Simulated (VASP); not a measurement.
BeS: single point with PBEsol

BeS:

```
CELL_PARAMETERS angstrom
0.00000 2.29764 2.29764
2.29764 0.00000 2.29764
2.29764 2.29764 0.00000
ATOMIC_POSITIONS crystal
S 0.75000 0.75000 0.75000
Be 0.00000 0.00000 0.00000
```

| Property | Result |
| --- | --- |
| Program | VASP 6.6.1 |
| Task | single point |
| Functional | PBEsol |
| Potentials or basis | VASP PAW PBE potentials, release 64 (S, Be) |
| Cutoff | 520 eV |
| k mesh | 9 × 9 × 9 |
| Occupations | fermi-dirac, width 0.05 eV |
| Spin | no spin polarisation |
| Dipole correction | no |
| Further INCAR settings | ALGO = Normal; EDIFF = 1e-06; NBANDS = 11 |

```yaml
Pressure: 20.3 GPa
Band_gap_on_the_k_mesh: 2.62 eV, indirect (least direct gap 5.48 eV)
```

Levels at points of the mesh, in eV from the valence-band top:
```
           k point  band 2  band 3  band 4  band 5  band 6  band 7
(0.00, 0.00, 0.00)    0.00    0.00    0.00    5.48    5.48    5.48
```

It took 3.9 s on 1 thread of Intel(R) Xeon(R) Platinum 8488C (Sapphire Rapids) (shared host), peak memory 0.13 GiB.

Caveat: the PAW data sets were made with another functional, which shifts forces and pressure a little. A k mesh can miss the band edges.
